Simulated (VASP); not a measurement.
Here is a VASP 6.6.1 calculation.

Contents of INCAR:

```
SYSTEM = AlRu
  ALGO = Fast
  EDIFF = 1E-7
  ENCUT = 520
  GGA = PS
  ISIF = 2
  ISMEAR = 0
  LASPH = .True.
  LCHARG = .False.
  LREAL = .False.
  LWAVE = .False.
  NBANDS = 16
  NELM = 80
  PREC = Accurate
  SIGMA = 0.15
```

Contents of KPOINTS:

```
k-points
0
Gamma
  20 20 20
  0 0 0
```

Contents of POSCAR:

```
AlRu
1.0
    2.9764078228      0.0000000000      0.0000000000
    0.0000000000      2.8871155881      0.0000000000
    0.0000000000      0.0000000000      2.9764078228
Al Ru
1 1
Direct
    0.0000000000      0.0000000000      0.0000000000
    0.5000000000      0.5000000000      0.5000000000
```

Potentials or basis: VASP PAW PBE potentials, release 64 (Al, Ru_pv).

Run with:

```bash
$ cat potpaw_PBE.64/Al/POTCAR potpaw_PBE.64/Ru_pv/POTCAR > POTCAR
$ mpirun -np 1 vasp_std > vasp.out
```

Question: Predict the band gap on the k mesh.

Answer: Zero (an odd number of electrons rules out a gap without spin polarisation).

Question: What does it give for the pressure?

Answer: 7.3 GPa.

Stress tensor (GPa, compression positive):
```
 5.30  0.00  0.00
 0.00 11.40  0.00
 0.00  0.00  5.30
```

Caveat: the cell differs from its parent crystal (strain -0.0300 x Voigt [0, 1, 0, 0, 0, 0]); the stress differs along the axes, from 5 to 11 GPa; the PAW data sets were made with another functional, which shifts forces and pressure a little.
